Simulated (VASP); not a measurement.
Input of a VASP 6.6.1 run:

The input INCAR:

```
PREC     = Accurate       # precision mode
ENCUT    = 520            # plane-wave cutoff, eV
EDIFF    = 1E-6           # SCF threshold, eV
ISMEAR   = 0              # smearing method
SIGMA    = 0.02           # smearing width, eV
LREAL    = F              # projectors in reciprocal space
LASPH    = T              # aspherical terms in the spheres
NELM     = 100            # most SCF steps
ALGO     = Normal         # electronic algorithm
ISIF     = 2              # what is computed and relaxed
LWAVE    = F              # write WAVECAR
LCHARG   = F              # write CHGCAR
GGA      = PS             # functional
IVDW     = 12             # dispersion correction
NBANDS   = 35             # bands
```

KPOINTS

```
Automatic mesh
0
Gamma
  12 12 4
```

File POSCAR:

```
WSe2
1.0
    3.2304797333      0.0000000000      0.0000000000
   -1.6152398667      2.7976775155      0.0000000000
    0.0000000000      0.0000000000     12.4166794798
W Se
2 4
Direct
    0.6666666667      0.3333333333      0.2499277596
    0.3333333333      0.6666666667      0.7500722404
    0.3333333333      0.6666666667      0.3853185469
    0.6666666667      0.3333333333      0.8854642784
    0.3333333333      0.6666666667      0.1145357216
    0.6666666667      0.3333333333      0.6146814531
```

Potentials or basis: VASP PAW PBE potentials, release 64 (W_sv, Se).

The run is started by

```bash
$ cat potpaw_PBE.64/W_sv/POTCAR potpaw_PBE.64/Se/POTCAR > POTCAR
$ mpirun -np 1 vasp_std > vasp.out
```

Question: Predict the pressure.

Answer: 0.5 GPa.

Question: What does it give for the largest force?

Answer: 0.067 eV/Å.

Question: Predict the dispersion energy per atom.

Answer: -0.477 eV.

Stress tensor (GPa, compression positive):
```
0.44 0.00 0.00
0.00 0.44 0.00
0.00 0.00 0.59
```

Caveat: the PAW data sets were made with another functional, which shifts forces and pressure a little.
